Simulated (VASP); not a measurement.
HfO2: single point with PBEsol

Crystal: HfO2.

```
CELL_PARAMETERS angstrom
0.00000 -4.96891 3.30889
-4.96891 0.00000 3.30889
-4.96891 -4.96891 -3.30889
ATOMIC_POSITIONS crystal
Hf 0.28097 0.33861 0.65180
Hf 0.65086 0.66731 0.32958
Hf 0.03492 0.99245 0.01795
Hf 0.34094 0.36776 0.15360
Hf 0.65503 0.67081 0.82331
Hf 0.99895 0.00788 0.50280
O 0.04362 0.63104 0.17911
O 0.34673 0.95924 0.87469
O 0.67831 0.33999 0.55094
O 0.17697 0.25002 0.48299
O 0.60690 0.52111 0.13237
O 0.90274 0.88791 0.78763
O 0.02775 0.17174 0.20055
O 0.42273 0.45349 0.89558
O 0.79653 0.76515 0.53705
O 0.59398 0.00659 0.16314
O 0.96753 0.36674 0.82163
O 0.31298 0.68475 0.50276
```

This cell differs from its parent crystal: dynamics (nvt langevin) at 2600 K, volume x 1.1, from the last frame before.

```yaml
Program: VASP 6.6.1
Task: single point
Functional: PBEsol
Potentials_or_basis: VASP PAW PBE potentials, release 64 (Hf_pv, O)
Cutoff: 520 eV
k_mesh: 2 × 2 × 2, shifted
Occupations: fermi-dirac, width 0.2241 eV
Spin: no spin polarisation
Dipole_correction: no
Further_INCAR_settings: LREAL = Auto; ALGO = Normal; EDIFF = 1e-06; NBANDS = 81
```

```json
{"Pressure": "-10.9 GPa", "Largest force": "4.788 eV/Å", "Band gap on the k mesh": "3.84 eV (least direct gap 3.89 eV)"}
```

Forces on the atoms (eV/Å):
```
Hf  -2.076 -3.527  2.211
Hf   0.289 -1.545  0.151
Hf  -1.516  3.367 -3.048
Hf   1.397 -1.271 -2.480
Hf   0.742 -1.642  1.727
Hf  -0.575  1.345 -2.148
O   -2.037  1.274  0.734
O    1.425 -0.577  2.911
O    2.076  1.016 -0.230
O    1.789  0.066  1.513
O   -1.144  0.463  0.163
O   -0.425 -0.331 -0.059
O    0.969 -1.887 -0.606
O    1.019  1.530  1.278
O   -0.239  1.475 -0.572
O   -0.600 -0.846 -0.377
O   -0.381 -0.304 -1.333
O   -0.713  1.393  0.164
```

Stress tensor (GPa, compression positive):
```
 -9.16   2.87   1.98
  2.87 -10.60  -2.33
  1.98  -2.33 -12.90
```

Levels at points of the mesh, in eV from the valence-band top:
```
           k point  band 62  band 63  band 64  band 65  band 66  band 67  band 68  band 69  band 70  band 71
(0.25, 0.25, 0.25)    -0.74    -0.62    -0.43    -0.22    -0.05     3.84     4.14     4.43     4.56     4.71
```

It took 79 s on 1 thread of Intel(R) Xeon(R) 6975P-C (Granite Rapids), with other jobs on the host, peak memory 0.36 GiB.

Caveat: the k points lie up to 0.57 Å⁻¹ apart; the atoms stand as in a frame of molecular dynamics; the PAW data sets were made with another functional, which shifts forces and pressure a little; spin-orbit coupling is left out, which moves the levels of the heavy elements; a shifted mesh leaves out Γ, where band edges can lie. A k mesh can miss the band edges.
